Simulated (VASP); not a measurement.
Here is a VASP 6.6.1 calculation.

File INCAR:

```
SYSTEM = HfO2
ALGO = Normal ; EDIFF = 1E-7
ENCUT = 520 ; GGA = PE
ISIF = 2 ; ISMEAR = 0
LASPH = .True. ; LCHARG = .False.
LREAL = .False. ; LWAVE = .False.
NBANDS = 18 ; NELM = 80
PREC = Accurate ; SIGMA = 0.05
```

The input KPOINTS:

```
k-points
0
Gamma
  8 8 8
  0 0 0
```

Contents of POSCAR:

```
HfO2
1.0
    0.2111084719      2.6811763961      2.6811763961
    2.6811763961      0.2111084719      2.6811763961
    2.6811763961      2.6811763961      0.2111084719
Hf O
1 2
Direct
    0.0000000000      0.0000000000      0.0000000000
    0.2500000000      0.2500000000      0.2500000000
    0.7500000000      0.7500000000      0.7500000000
```

Potentials or basis: VASP PAW PBE potentials, release 64 (Hf_pv, O).

Command:

```console
$ cat potpaw_PBE.64/Hf_pv/POTCAR potpaw_PBE.64/O/POTCAR > POTCAR
$ mpirun -np 1 vasp_std > vasp.out
```

(1) Predict the band gap on the k mesh.

(2) Estimate the largest force.

Results:

(1) 3.80 eV, direct.

(2) 0.295 eV/Å.

Caveat: spin-orbit coupling is left out, which moves the levels of the heavy elements.
